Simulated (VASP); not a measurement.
# SrCl2: single point with r2SCAN

The system is SrCl2.

```
Sr Cl
1.0
    -0.16664    3.40420    3.40420
     3.40420   -0.16664    3.40420
     3.40420    3.40420   -0.16664
Sr Cl
1 2
Direct
  0.00000 0.00000 0.00000
  0.25000 0.25000 0.25000
  0.75000 0.75000 0.75000
```

This cell differs from its parent crystal: ratio of the length along [111] to the lengths across it x 0.93, volume and fractional coordinates fixed.

- Program: VASP 6.6.1
- Task: single point
- Functional: r2SCAN
- Potentials or basis: VASP PAW PBE potentials, release 64 (Sr_sv, Cl)
- Cutoff: 520 eV
- k mesh: 6 × 6 × 6
- Occupations: gaussian, width 0.05 eV
- Spin: no spin polarisation

- Pressure: 0.8 GPa
- Largest force: 0.311 eV/Å
- Band gap on the k mesh: 5.98 eV, indirect (least direct gap 6.02 eV)

Forces in eV/Å, atoms in the order of the input:
```
Sr   0.000  0.000  0.000
Cl   0.179  0.179  0.179
Cl  -0.179 -0.179 -0.179
```

Stress tensor (GPa, compression positive):
```
0.75 1.08 1.08
1.08 0.75 1.08
1.08 1.08 0.75
```

Levels at points of the mesh, in eV from the valence-band top:
| k point | band 10 | band 11 | band 12 | band 13 | band 14 | band 15 |
| --- | --- | --- | --- | --- | --- | --- |
| (0.00, 0.00, 0.00) | -0.39 | -0.31 | -0.31 | 5.98 | 6.71 | 6.71 |
| (0.50, 0.00, 0.00) | -1.35 | -1.07 | -1.00 | 7.14 | 7.44 | 8.21 |
| (0.50, 0.50, 0.00) | -0.52 | -0.29 | 0.00 | 6.02 | 7.74 | 8.25 |
| (0.50, 0.50, 0.50) | -1.30 | -1.10 | -1.10 | 7.42 | 7.42 | 8.28 |

Wall time 4.2 min on 1 thread of Intel Xeon 8259CL, with other jobs on the host, peak memory 0.24 GiB.

Caveat: the PAW data sets were made with another functional, which shifts forces and pressure a little. A k mesh can miss the band edges.
